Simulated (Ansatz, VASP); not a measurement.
**Two plane-wave programs on SnO2**

The input INCAR:

```
SYSTEM = SnO2
PREC     = Accurate       ! precision mode
ENCUT    = 520            ! plane-wave cutoff, eV
EDIFF    = 1E-7           ! SCF threshold, eV
ISMEAR   = 0              ! smearing method
SIGMA    = 0.05           ! smearing width, eV
LREAL    = .FALSE.        ! projectors in reciprocal space
LASPH    = .TRUE.         ! aspherical terms in the spheres
NELM     = 60             ! most SCF steps
ALGO     = Normal         ! electronic algorithm
ISIF     = 2              ! what is computed and relaxed
LWAVE    = .FALSE.        ! write WAVECAR
LCHARG   = .FALSE.        ! write CHGCAR
GGA      = PE             ! functional
IVDW     = 12             ! dispersion correction
NBANDS   = 35             ! bands
```

KPOINTS

```
Automatic mesh
0
G
  12 12 4
  0 0 0
```

File POSCAR:

```
SnO2
1.0
    3.2648065132      0.0000000000      0.0000000000
   -1.6324032566      2.8274053789      0.0000000000
    0.0000000000      0.0000000000     10.5056250869
Sn O
2 4
Direct
   -0.0389919738      0.0000000000      0.5000000000
    0.0389919738      0.0000000000      0.0000000000
    0.6271796222      0.3333333333      0.4017901351
    0.7061537111      0.3333333333      0.0982098649
    0.2938462889      0.6666666667      0.5982098649
    0.3728203778      0.6666666667      0.9017901351
```

Input for Ansatz:

```yaml
crystal:
  lattice:
    - [3.2648065132, 0.0, 0.0]
    - [-1.6324032566, 2.8274053789, 0.0]
    - [0.0, 0.0, 10.5056250869]
  atoms:
    - { symbol: Sn, position: [-0.0389919738, 0.0, 0.5] }
    - { symbol: Sn, position: [0.0389919738, 0.0, 0.0] }
    - { symbol: O, position: [0.6271796222, 0.3333333333, 0.4017901351] }
    - { symbol: O, position: [0.7061537111, 0.3333333333, 0.0982098649] }
    - { symbol: O, position: [0.2938462889, 0.6666666667, 0.5982098649] }
    - { symbol: O, position: [0.3728203778, 0.6666666667, 0.9017901351] }
basis:
  ecutwfc: 520.0
kpoints:
  mp_grid: { grid: [12, 12, 4] }
hamiltonian:
  xc: pbe
  dispersion: d3bj
scf:
  occupations: { method: gaussian, width: 0.05 }
output:
  forces: true
  stress: true
  eigenvalues: true
  write_density: true
  write_potential: true
  elf: true
  volumetric_format: npy
```

Change from the starting cell: mode 1 frozen in at -0.127 Å, equal normal strain along x, y and z +0.0167.

Alike in both runs: task single point; functional PBE; dispersion D3(BJ); k mesh 12 × 12 × 4; occupations gaussian, width 0.05 eV; no spin polarisation.

|  | VASP | Ansatz |
| --- | --- | --- |
| version | VASP 6.6.1 | Ansatz 0.2.0 |
| potentials or method | VASP PAW PBE potentials, release 64 (Sn_d, O), cutoff 520 eV | scalar-relativistic, plane waves, PAW |
| valence electrons in the cell | 52 | 52 |

Ansatz gave:

- gap on the k mesh at the Fermi level (eV): 1.80
- least direct gap on the mesh (eV): 2.10
- pressure (GPa): -6.0
- traceless stress, the component that is largest in VASP (GPa): 2.36
- rms of the force components (eV/Å): 0.234

Q: Which values does VASP return?

A: gap on the k mesh at the Fermi level (eV): 1.78; least direct gap on the mesh (eV): 2.08; pressure (GPa): -5.5; traceless stress, the component that is largest in VASP (GPa): 2.06; rms of the force components (eV/Å): 0.211.

Atom by atom the forces differ by 0.023 eV/Å (rms over components).
